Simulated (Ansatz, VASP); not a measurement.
**GaN: VASP beside Ansatz**

Contents of POSCAR:

```
GaN
1.0
    0.0000000000      2.2535006075      2.2535006075
    2.2535006075      0.0000000000      2.2535006075
    2.2535006075      2.2535006075      0.0000000000
Ga N
1 1
Direct
    0.0000000000      0.0000000000      0.0000000000
    0.2500000000      0.2500000000      0.2500000000
```

INCAR.step1

```
SYSTEM = GaN
PREC     = Accurate       ! precision mode
ENCUT    = 520            ! plane-wave cutoff, eV
EDIFF    = 1E-5           ! SCF threshold, eV
ISMEAR   = -1             ! smearing method
SIGMA    = 0.05           ! smearing width, eV
LREAL    = .False.        ! projectors in reciprocal space
LASPH    = .True.         ! aspherical terms in the spheres
NELM     = 60             ! most SCF steps
ALGO     = Normal         ! electronic algorithm
ISIF     = 2              ! what is computed and relaxed
LWAVE    = .True.         ! write WAVECAR
LCHARG   = .False.        ! write CHGCAR
NBANDS   = 16             ! bands
GGA      = PE             ! functional
```

File INCAR.step2:

```
SYSTEM = GaN
PREC     = Accurate       ! precision mode
ENCUT    = 520            ! plane-wave cutoff, eV
EDIFF    = 1E-6           ! SCF threshold, eV
ISMEAR   = -1             ! smearing method
SIGMA    = 0.05           ! smearing width, eV
LREAL    = .False.        ! projectors in reciprocal space
LASPH    = .True.         ! aspherical terms in the spheres
NELM     = 60             ! most SCF steps
ALGO     = Normal         ! electronic algorithm
ISIF     = 2              ! what is computed and relaxed
LWAVE    = .False.        ! write WAVECAR
LCHARG   = .False.        ! write CHGCAR
GGA      = PE             ! functional
LHFCALC  = .True.         ! exact exchange
AEXX     = 0.25           ! exact-exchange fraction
HFSCREEN = 0.6            ! screening, 1/A
PRECFOCK = Normal       
NBANDS   = 16             ! bands
ISTART   = 1
```

KPOINTS

```
Automatic mesh
0
Gamma
  5 5 5
  0 0 0
```

Contents of input.yaml:

```yaml
crystal:
  lattice:
    - [0.0, 2.2535006075, 2.2535006075]
    - [2.2535006075, 0.0, 2.2535006075]
    - [2.2535006075, 2.2535006075, 0.0]
  atoms:
    - { symbol: Ga, position: [0.0, 0.0, 0.0] }
    - { symbol: "N", position: [0.25, 0.25, 0.25] }
hamiltonian:
  xc: { exchange: pbe, correlation: pbe, exx: { coeff: 0.25, omega: 0.6 } }
  pseudopotentials: { kind: paw }
kpoints:
  mp_grid: { grid: [5, 5, 5] }
scf:
  occupations: { method: fermi_dirac, width: 0.05 }
output:
  forces: true
  stress: true
  eigenvalues: true
```

Alike in both runs: task single point; functional PBE-based screened hybrid with a share of 0.25 of exact exchange and HFSCREEN = 0.6; k mesh 5 × 5 × 5; occupations fermi-dirac, width 0.05 eV; no spin polarisation.

```csv
,VASP,Ansatz
version,VASP 6.6.1,Ansatz 0.2.0
potentials or method,"VASP PAW PBE potentials, release 64 (Ga_d, N)",Ansatz PAW
plane-wave cutoff (eV),520,420
valence electrons in the cell,18,18
```

Ansatz gave:

* gap on the k mesh at the Fermi level (eV): 2.28
* least direct gap on the mesh (eV): 2.28
* pressure (GPa): 0.9

Problem. What did VASP give for the same quantities?

Solution. gap on the k mesh at the Fermi level (eV): 2.29; least direct gap on the mesh (eV): 2.29; pressure (GPa): 1.0.

VASP's potentials were made for PBE, not for PBE-based screened hybrid. The functional is the same, so the differences come from potentials, cutoffs and numerics.

The k mesh is coarse, so the values compare programs but aren't converged. Noted on Ansatz's run: odd divisions of the mesh miss points on the zone boundary, where band edges often lie, so the gap on the mesh can be too wide.
